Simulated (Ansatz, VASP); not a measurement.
BP in VASP and in Ansatz

```
CELL_PARAMETERS angstrom
0.00000 2.26002 2.26002
2.26002 0.00000 2.26002
2.26002 2.26002 0.00000
ATOMIC_POSITIONS crystal
B 0.00000 0.00000 0.00000
P 0.25000 0.25000 0.25000
```

Alike in both runs: functional PBEsol; k mesh 10 × 10 × 10; occupations gaussian, width 0.02 eV; no spin polarisation.

Ansatz relaxed the structure, and its values are those at the end. VASP's run is a single point on that final structure, the one shown.

|  | VASP | Ansatz |
| --- | --- | --- |
| version | VASP 6.6.1 | Ansatz 0.2.0 |
| potentials or method | VASP PAW PBE potentials, release 64 (B, P), cutoff 520 eV | scalar-relativistic, plane waves, PAW |
| valence electrons in the cell | 8 | 8 |

```tsv
	VASP	Ansatz	Ansatz less VASP
gap on the k mesh at the Fermi level (eV)	1.12	1.12	+0.004
least direct gap on the mesh (eV)	3.37	3.38	+0.006
pressure (GPa)	0.1	0.0	-0.10
```

VASP's potentials were made for PBE, not for PBEsol.
